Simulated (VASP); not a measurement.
A run of VASP 6.6.1 is set up as follows.

The input INCAR:

```
PREC = Accurate
ENCUT = 520
EDIFF = 1E-6
ISMEAR = 0
SIGMA = 0.05
LREAL = False
LASPH = True
NELM = 100
ALGO = Normal
ISIF = 2
LWAVE = False
LCHARG = True
GGA = RE
LELF = True
LVHAR = True
NBANDS = 16
```

KPOINTS

```
Automatic mesh
0
Gamma
  8 8 8
```

The input POSCAR:

```
ZrB2
1.0
    3.2050572096      0.0000000000      0.0000000000
   -1.6025286048      2.7756609641      0.0000000000
    0.0000000000      0.0000000000      3.5764601268
Zr B
1 2
Direct
    0.0000000000      0.0000000000      0.0000000000
    0.3333333333      0.6666666667      0.5000000000
    0.6666666667      0.3333333333      0.5000000000
```

Potentials or basis: VASP PAW PBE potentials, release 64 (Zr_sv, B).

The run is started by

```sh
$ cat potpaw_PBE.64/Zr_sv/POTCAR potpaw_PBE.64/B/POTCAR > POTCAR
$ mpirun -np 1 vasp_std > vasp.out
```

Problem. What does it give for the band gap on the k mesh?

Solution. Zero (band 9 reaches 10.78 eV, above the bottom of band 10 at 10.17 eV).

Problem. What does it give for the pressure?

Solution. -4.3 GPa.

Caveat: the PAW data sets were made with another functional, which shifts forces and pressure a little.
